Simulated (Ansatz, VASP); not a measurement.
**BN: VASP beside Ansatz**

```xyz
4
Lattice="2.4676 0.0000 0.0000 -1.2338 2.1370 0.0000 0.0000 0.0000 4.0816" Properties=species:S:1:pos:R:3 pbc="T T T"
B     0.0000    1.4247    0.0021
B     1.2338    0.7123    2.0429
N     0.0000    1.4247    1.5285
N     1.2338    0.7123    3.5693
```

Change from the starting cell: hydrostatic strain -3.0%.

Alike in both runs: task single point; functional r2SCAN; k mesh 12 × 12 × 6; no spin polarisation.

|  | VASP | Ansatz |
| --- | --- | --- |
| version | VASP 6.6.1 | Ansatz 0.2.0 |
| potentials or method | VASP PAW PBE potentials, release 64 (B, N) | plane waves, PAW |
| plane-wave cutoff (eV) | 520 | 500 |
| occupations | gaussian, width 0.01 eV | fixed |
| valence electrons in the cell | 16 | 16 |

|  | VASP | Ansatz | Ansatz less VASP |
| --- | --- | --- | --- |
| gap on the k mesh at the Fermi level (eV) | 5.52 | 5.57 | +0.043 |
| pressure (GPa) | 43.7 | 42.2 | -1.48 |
| traceless stress, the component that is largest in VASP (GPa) | 0.56 | 0.52 | -0.042 |

VASP's potentials were made for PBE, not for r2SCAN. Both programs put the cell under a high pressure, so it lies far from rest at this level.
